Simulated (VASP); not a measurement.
A run of VASP 6.6.1:

The input INCAR:

```
SYSTEM = LiCl
PREC = Accurate
ENCUT = 520
EDIFF = 1E-6
ISMEAR = 0
SIGMA = 0.1
LREAL = .False.
LASPH = .True.
NELM = 60
ALGO = Normal
ISIF = 2
LWAVE = .False.
LCHARG = .False.
GGA = PE
NBANDS = 30
```

Contents of KPOINTS:

```
Automatic mesh
0
Gamma
  4 4 6
  0 0 0
```

The input POSCAR:

```
LiCl
1.0
    6.9312851500      0.0000000000      0.0000000000
    0.0000000000      3.9465832100      0.0000000000
    0.0000000000      0.0000000000      3.7368793100
Li Cl
4 4
Direct
    0.7500000000      0.0000000000      0.3554073800
    0.0000000000      0.5000000000      0.0000000000
    0.2500000000      0.0000000000      0.6445926200
    0.5000000000      0.5000000000      0.0000000000
    0.7500000000      0.5000000000      0.6445926200
    0.0000000000      0.0000000000      0.0000000000
    0.2500000000      0.5000000000      0.3554073800
    0.5000000000      0.0000000000      0.0000000000
```

Potentials or basis: VASP PAW PBE potentials, release 64 (Li_sv, Cl).

Command:

```bash
$ cat potpaw_PBE.64/Li_sv/POTCAR potpaw_PBE.64/Cl/POTCAR > POTCAR
$ mpirun -np 1 vasp_std > vasp.out
```

Hardware: 1 thread of AMD EPYC 9R45 96-Core Processor (Zen 5) (shared host).

Question: Estimate the wall time of this run.

Answer: It took 39 s on 1 thread of AMD EPYC 9R45 96-Core Processor (Zen 5) (shared host), peak memory 0.21 GiB. Counts: scf iterations 13, k points 36.
